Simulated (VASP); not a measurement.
A run of VASP 6.6.1 is set up as follows.

INCAR

```
  PREC = Accurate
  ENCUT = 600
  EDIFF = 1E-6
  ISMEAR = 0
  SIGMA = 0.02
  LREAL = False
  LASPH = True
  NELM = 80
  ALGO = Normal
  ISIF = 4
  LWAVE = False
  LCHARG = False
  GGA = PE
  IVDW = 12
  IBRION = 2
  NSW = 50
  EDIFFG = -0.01
```

File KPOINTS:

```
regular mesh
0
Gamma
  6 6 6
```

POSCAR

```
SnSe
1.0
    4.2638155977      0.0000000000      0.0000000000
    0.0000000000      4.2638155977      0.0000000000
    0.0000000000      0.0000000000      6.0302208182
Sn Se
2 2
Direct
    0.5000000000      0.0000000000      0.2500887140
    0.0000000000      0.5000000000      0.7499112860
    0.5000000000      0.0000000000      0.7499351865
    0.0000000000      0.5000000000      0.2500648135
```

Potentials or basis: VASP PAW PBE potentials, release 64 (Sn_d, Se).

Run with:

```bash
$ cat potpaw_PBE.64/Sn_d/POTCAR potpaw_PBE.64/Se/POTCAR > POTCAR
$ mpirun -np 1 vasp_std > vasp.out
```

Task: Estimate the dispersion energy per atom.

Result: -0.351 eV.

Task: Predict the band gap on the k mesh.

Result: 0.39 eV.

Final structure:
```cif
data_structure
_symmetry_space_group_name_H-M 'P 1'
_symmetry_Int_Tables_number 1
_cell_length_a 4.2638
_cell_length_b 4.2638
_cell_length_c 6.0302
_cell_angle_alpha 90.000
_cell_angle_beta 90.000
_cell_angle_gamma 90.000
_cell_volume 109.63
loop_
_atom_site_label
_atom_site_type_symbol
_atom_site_fract_x
_atom_site_fract_y
_atom_site_fract_z
_atom_site_occupancy
Sn1 Sn 0.50000 0.00000 0.25009 1
Sn2 Sn 0.00000 0.50000 0.74991 1
Se1 Se 0.50000 0.00000 0.74994 1
Se2 Se 0.00000 0.50000 0.25006 1
```

Caveat: semilocal functionals underestimate gaps, and a narrow one can read as zero; spin-orbit coupling is left out, which moves the levels of the heavy elements. A k mesh can miss the band edges.
